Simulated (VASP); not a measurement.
# InSe (R3m) in VASP: single point with PBEsol

Aim: the single point of InSe with PBEsol.

Program: VASP 6.6.1. These are calculated values, not measurements. Logs are shortened: lines on timing, memory, paths and dates and some standing lists are left out, and cuts for length are marked.

**Experimental background.**

From “The Interaction of Hydrogen with the van der Waals Crystal γ-InSe”, 2020, pmc:7321205, for a bulk crystal of InSe at 300 K: band gap 1.25 eV.

How close the calculation comes is told below.

### 1 The cell of the first run

The structure is trigonal, space group R3m (No. 160). Conventional cell: a = 4.000 Å, b = 4.000 Å, c = 25.320 Å, α = 90.00°, β = 90.00°, γ = 120.00°. Within 3.5 Å of In (site symmetry 3m) lie 3 Se at 2.64 Å and 1 In at 2.82 Å. Within 3.5 Å of In (site symmetry 3m) lie 3 Se at 2.63 Å and 1 In at 2.82 Å. Se (site symmetry 3m) has 3 In at 2.64 Å within 3.5 Å. Within 3.5 Å of Se (site symmetry 3m) lie 3 In at 2.63 Å.

### 2 Single point, PBEsol

INCAR reads:

```
PREC = Accurate
ENCUT = 520
EDIFF = 1E-7
ISMEAR = 0
SIGMA = 0.01
LREAL = F
LASPH = T
NELM = 60
ALGO = Normal
ISIF = 2
LWAVE = F
LCHARG = T
GGA = PS
LELF = T
LVHAR = T
NBANDS = 27
```

KPOINTS reads:

```
regular mesh
0
Gamma
  6 6 6
```

POSCAR reads:

```
InSe
1.0
    8.7502530000      0.0000000000      0.0000000000
    7.8359939123      3.8941144014      0.0000000000
    7.8359939123      1.8397324545      3.4321292905
In Se
2 2
Direct
    0.0000000000      0.0000000000      0.0000000000
    0.1114000000      0.1114000000      0.1114000000
    0.6165000000      0.6165000000      0.6165000000
    0.8281000000      0.8281000000      0.8281000000
```

Potentials or basis: VASP PAW PBE potentials, release 64 (In_d, Se).

Launch:

```bash
$ cat potpaw_PBE.64/In_d/POTCAR potpaw_PBE.64/Se/POTCAR > POTCAR
$ mpirun -np 1 vasp_std > vasp.out
```

OUTCAR:

```text
PREC = Accurate
   ENCUT = 520
   EDIFF = 1E-7
   ISMEAR = 0
   LREAL = F
   LASPH = T
   NELM = 60
   ISIF = 2
   GGA = PS

 ion  position               nearest neighbor table
   1  0.000  0.000  0.000-   3 2.64   3 2.64   3 2.64   2 2.82
   2  0.111  0.111  0.111-   4 2.63   4 2.63   4 2.63   1 2.82
   3  0.617  0.617  0.617-   1 2.64   1 2.64   1 2.64
   4  0.828  0.828  0.828-   2 2.63   2 2.63   2 2.63

  LATTYP: Found a trigonal (rhomboedric) cell.
 ALAT       =     8.7502530000
 COS(alpha) =     0.8955162682

  Lattice vectors:

 A1 = (   8.7502530000,   0.0000000000,   0.0000000000)
 A2 = (   7.8359939123,   3.8941144014,   0.0000000000)
 A3 = (   7.8359939123,   1.8397324545,   3.4321292905)

Analysis of symmetry for initial positions (statically):
=====================================================================
 Subroutine PRICEL returns:
 Original cell was already a primitive cell.

 Routine SETGRP: Setting up the symmetry group for a
 trigonal (rhombohedral) supercell.

 Subroutine GETGRP returns: Found  6 space group operations
 (whereof  6 operations were pure point group operations)
 out of a pool of 12 trial point group operations.

The static configuration has the point symmetry C_3v.

Analysis of symmetry for dynamics (positions and initial velocities):
=====================================================================
 Subroutine PRICEL returns:
 Original cell was already a primitive cell.

 Routine SETGRP: Setting up the symmetry group for a
 trigonal (rhombohedral) supercell.

 Subroutine GETGRP returns: Found  6 space group operations
 (whereof  6 operations were pure point group operations)
 out of a pool of 12 trial point group operations.

The dynamic configuration has the point symmetry C_3v.

 Subroutine INISYM returns: Found  6 space group operations
 (whereof  6 operations are pure point group operations),
 and found     1 'primitive' translations

----------------------------------------------------------------------------------------

                                     Primitive cell

  volume of cell :     116.9480

  direct lattice vectors                    reciprocal lattice vectors
     8.750253000  0.000000000  0.000000000     0.114282410 -0.229966605 -0.137651936
     7.835993912  3.894114401  0.000000000     0.000000000  0.256797797 -0.137651936
     7.835993912  1.839732455  3.432129290     0.000000000  0.000000000  0.291364315

[... 87 lines left out ...]
   EDIFF  = 0.1E-06   stopping-criterion for ELM
   LREAL  =      F    real-space projection
   EDIFFG = 0.1E-05   stopping-criterion for IOM
   NSW    =      0    number of steps for IOM
   IBRION =     -1    ionic relax: 0-MD 1-quasi-New 2-CG
   NFREE  =      0    steps in history (QN), initial steepest desc. (CG)
   ISIF   =      2    stress and relaxation
   ISYM   =      2    0-nonsym 1-usesym 2-fastsym
   POTIM  = 0.5000    time-step for ionic-motion
   TEBEG  =    0.0;   TEEND  =   0.0 temperature during run
   PSTRESS=    0.0 pullay stress
   NELECT =      38.0000    total number of electrons
   NUPDOWN=      -1.0000    fix difference up-down
   EMIN   =  10.00;   EMAX   =-10.00  energy-range for DOS
   EFERMI =   0.00;   METHOD = LEGACY
   ISMEAR =     0;   SIGMA  =   0.01  broadening in eV -4-tet -1-fermi 0-gaus
   EFERMI_NEDOS =   21; number of points for ismear=-14 and -15
   IALGO  =     38    algorithm
   IMIX   =      4    mixing-type and parameters
     AMIX     =   0.40;   BMIX     =  1.00
     AMIX_MAG =   1.60;   BMIX_MAG =  1.00
  volume/ion in A,a.u.               =      29.24       197.30
  Fermi-wavevector in a.u.,A,eV,Ry     =   1.125482  2.126852 17.234618  1.266709
  Thomas-Fermi vector in A             =   2.262159
   LORBIT       =      0    0 simple, 1 ext, 2 COOP (PROOUT), +10 PAW based schemes
   GGA     = PS    functional components
   LHFCALC =     F    Hartree Fock is set to
   AEXX    =    0.0000 exact exchange contribution
   IVDW    =     0    specifies the selected vdW correction
   LEPSILON=     F    determine dielectric tensor
   LRPA    =     F    only Hartree local field effects (RPA)
 non-spin polarized calculation
 Gauss-broadening in eV      SIGMA  =   0.01
  energy-cutoff  :      520.00
  volume of cell :      116.95
 maximum number of plane-waves:      3181
 NGX is ok and might be reduce to    70
   NGX = 33   NGY = 33   NGZ = 33

 number of electron      37.9999998 magnetization

 Free energy of the ion-electron system (eV)
  ---------------------------------------------------
  ext. energy  EPLUGINS =         0.00000000
  ---------------------------------------------------
  free energy    TOTEN  =       -15.58543872 eV

  energy without entropy =      -15.58543872  energy(sigma->0) =      -15.58543872

 E-fermi :   4.0620     XC(G=0):  -9.0977

 val. band max:        3.9759228042   @ k =   0.5000   0.5000   0.5000
 cond. band min:       4.3054324823   @ k =   0.5000   0.5000   0.5000
 fundamental gap:      0.3295096781
 Fermi energy:         4.0620077897

 k-point     1 :       0.0000    0.0000    0.0000
  band No.  band energies     occupation
      1     -10.7430      2.00000
      2     -10.5697      2.00000
      3     -10.5697      2.00000
      4     -10.4964      2.00000
      5     -10.4964      2.00000
      6     -10.4725      2.00000
[... 709 lines left out ...]
     26      11.0507      0.00000
     27      11.4483      0.00000

 [... further k-points ...]

------------------------ aborting loop because EDIFF is reached ----------------------------------------

  FORCE on cell =-STRESS in cart. coord.  units (eV):
  Direction    XX          YY          ZZ          XY          YZ          ZX
  --------------------------------------------------------------------------------------
  -------------------------------------------------------------------------------------
  Total       -0.2727825      0.3997031      0.4248780     -0.1670966     -0.0234826     -0.1000196
  in kB       -3.7370947      5.4758959      5.8207890     -2.2892080     -0.3217091     -1.3702594
  external PRESSURE =       2.5198634 kB  Pullay stress =       0.0000000 kB

 VOLUME and BASIS-vectors are now :
 -----------------------------------------------------------------------------
  energy-cutoff  :      520.00
  volume of cell :      116.95
      direct lattice vectors                 reciprocal lattice vectors
     8.750253000  0.000000000  0.000000000     0.114282410 -0.229966605 -0.137651936
     7.835993912  3.894114401  0.000000000     0.000000000  0.256797797 -0.137651936
     7.835993912  1.839732455  3.432129290     0.000000000  0.000000000  0.291364315

 POSITION                                       TOTAL-FORCE (eV/Angst)
 -----------------------------------------------------------------------------------
      0.00000      0.00000      0.00000         0.289146      0.067886      0.040635
      2.72064      0.63875      0.38234        -0.306787     -0.072027     -0.043114
     15.05631      3.53492      2.11591        -0.084764     -0.019901     -0.011912
     20.22406      4.74820      2.84215         0.102406      0.024043      0.014391
 -----------------------------------------------------------------------------------
    total drift:                               -0.000333     -0.000078     -0.000047

  FREE ENERGIE OF THE ION-ELECTRON SYSTEM (eV)
  ---------------------------------------------------
  free  energy   TOTEN  =       -15.5854387189 eV

  energy  without entropy=      -15.5854387189  energy(sigma->0) =      -15.58543872
```

stdout:

```text
POSCAR found type information on POSCAR InSe
 POSCAR found :  2 types and       4 ions
 scaLAPACK will be used
 -----------------------------------------------------------------------------
|                                                                             |
|                                                                             |
|     You enforced a specific xc type in the INCAR file but a different       |
|     I HOPE YOU KNOW WHAT YOU ARE DOING!                                     |
|                                                                             |
 -----------------------------------------------------------------------------

 LDA part: xc-table for (Slater+PW92), standard interpolation
 POSCAR, INCAR and KPOINTS ok, starting setup
 FFT: planning ... GRIDC
 FFT: planning ... GRID_SOFT
 FFT: planning ... GRID
 WAVECAR not read
 entering main loop
```

Run time: 8.1 min. Hardware: 1 thread of Intel Xeon 6975P-C (Granite Rapids), shared host; peak memory 0.65 GiB.

Results:

```
Free energy            : -15.5854 eV
Pressure               : 0.3 GPa
Largest force          : 0.318 eV/Å
Band gap on the k mesh : 0.33 eV, direct
```

Forces on the atoms (eV/Å):
```
In   0.289  0.068  0.041
In  -0.307 -0.072 -0.043
Se  -0.085 -0.020 -0.012
Se   0.102  0.024  0.014
```

Stress tensor (GPa, compression positive):
```
-0.37 -0.23 -0.14
-0.23  0.55 -0.03
-0.14 -0.03  0.58
```

Levels at points of the mesh, in eV from the valence-band top:
| k point | band 17 | band 18 | band 19 | band 20 | band 21 | band 22 |
| --- | --- | --- | --- | --- | --- | --- |
| (0.00, 0.00, 0.00) | -1.31 | -1.22 | -1.22 | 1.62 | 1.99 | 4.35 |
| (0.50, 0.00, 0.00) | -2.36 | -2.25 | -1.69 | 1.13 | 1.90 | 3.55 |
| (0.50, 0.50, 0.00) | -2.52 | -2.07 | -1.52 | 1.11 | 1.91 | 3.20 |
| (0.50, 0.50, 0.50) | -1.14 | -1.14 | 0.00 | 0.33 | 2.05 | 4.27 |

Caveat: the PAW data sets were made with another functional, which shifts forces and pressure a little; spin-orbit coupling is left out, which moves the levels of the heavy elements.

### 3 Against experiment

Step 2. Measured gap of InSe: 1.25 eV (300 K; “The Interaction of Hydrogen with the van der Waals Crystal γ-InSe”, 2020, pmc:7321205). This calculation gives 0.33 eV (-0.92 eV). Spin-orbit coupling on In, Se is left out. The value is that of PBEsol on a finite k mesh, which can miss the band edges, without temperature or zero-point motion. Semilocal functionals fall short of measured gaps as a rule.
